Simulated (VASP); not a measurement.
Input of a VASP 6.6.1 run:

File INCAR:

```
PREC     = Accurate       # precision mode
ENCUT    = 500            # plane-wave cutoff, eV
EDIFF    = 1E-7           # SCF threshold, eV
ISMEAR   = -1             # smearing method
SIGMA    = 0.05           # smearing width, eV
LREAL    = F              # projectors in reciprocal space
LASPH    = T              # aspherical terms in the spheres
NELM     = 120            # most SCF steps
ALGO     = Normal         # electronic algorithm
ISIF     = 3              # what is computed and relaxed
LWAVE    = F              # write WAVECAR
LCHARG   = F              # write CHGCAR
GGA      = CA             # functional
IBRION   = 2              # ionic algorithm
NSW      = 60             # ionic steps
EDIFFG   = -0.02          # ionic threshold
GGA_COMPAT= F            
NELMIN   = 4
```

Contents of KPOINTS:

```
Automatic mesh
0
Gamma
  8 8 8
```

File POSCAR:

```
Pd
1.0
    0.0000000000      2.6750000000      2.6750000000
    2.6750000000      0.0000000000      2.6750000000
    2.6750000000      2.6750000000      0.0000000000
Pd
2
Direct
    1.0000000000      1.0000000000      1.0000000000
    0.2500000000      0.2500000000      0.2500000000
```

Potentials or basis: VASP PAW LDA potentials, release 64 (Pd).

The run is started by

```bash
$ cat potpaw_LDA.64/Pd/POTCAR > POTCAR
$ mpirun -np 1 vasp_std > vasp.out
```

**Question.** Predict the band gap on the k mesh.

**Answer.** Zero (bands 10 and 11 overlap by 0.43 eV).

**Question.** Predict the relaxed volume.

**Answer.** 22.08 Å³/atom.

**Question.** Estimate the space group after relaxing (to 0.1 Å).

**Answer.** Fd-3m (No. 227).

**Question.** Predict the relaxed cell.

**Answer.** a = 3.967 Å, b = 3.967 Å, c = 3.967 Å, α = 60.00°, β = 60.00°, γ = 60.00°.

Step by step:
| step | energy change (eV) | largest force (eV/Å) | pressure (GPa) | volume (Å³) |
| --- | --- | --- | --- | --- |
| 1 | 0.0000 | 0.0000 | 19.84 | 38.28 |
| 2 | 0.0533 | 0.0000 | -10.99 | 52.97 |
| 3 | -0.3108 | 0.0000 | -0.58 | 44.37 |
| 4 | -0.3113 | 0.0000 | -0.12 | 44.16 |

Caveat: the volume moved by over 15 % at a fixed basis, so the end points are rough.
